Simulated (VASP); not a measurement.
BaAu3, 4 atoms in the cell. The structure is cubic, space group Pm-3m (No. 221). The conventional cell has a = 4.657 Å, b = 4.657 Å, c = 4.657 Å, α = 90.00°, β = 90.00°, γ = 90.00°. Within 4.3 Å of Ba (site symmetry m-3m) lie 12 Au at 3.29 Å. Within 4.3 Å of Au (site symmetry 4/mmm) lie 4 Ba at 3.29 Å and 8 Au at 3.29 Å. 

```yaml
Program: VASP 6.6.1
Task: single point
Functional: PBE
Potentials_or_basis: VASP PAW PBE potentials, release 64 (Ba_sv, Au)
Cutoff: 520 eV
k_mesh: 8 × 8 × 8
Occupations: gaussian, width 0.05 eV
Spin: no spin polarisation
Dipole_correction: no
Further_INCAR_settings: ALGO = Normal; EDIFF = 1e-06; NBANDS = 30
```

Potentials or basis: VASP PAW PBE potentials, release 64 (Ba_sv, Au).

The run is started by

```sh
$ cat potpaw_PBE.64/Ba_sv/POTCAR potpaw_PBE.64/Au/POTCAR > POTCAR
$ mpirun -np 1 vasp_std > vasp.out
```

Hardware: 1 thread of Intel(R) Xeon(R) 6975P-C (Granite Rapids) (shared host).

Problem. How long does it take, and how much memory?

Solution. Run time: 31 s on 1 thread of Intel(R) Xeon(R) 6975P-C (Granite Rapids) (shared host), peak memory 0.26 GiB. Counts: scf iterations 12, k points 35.
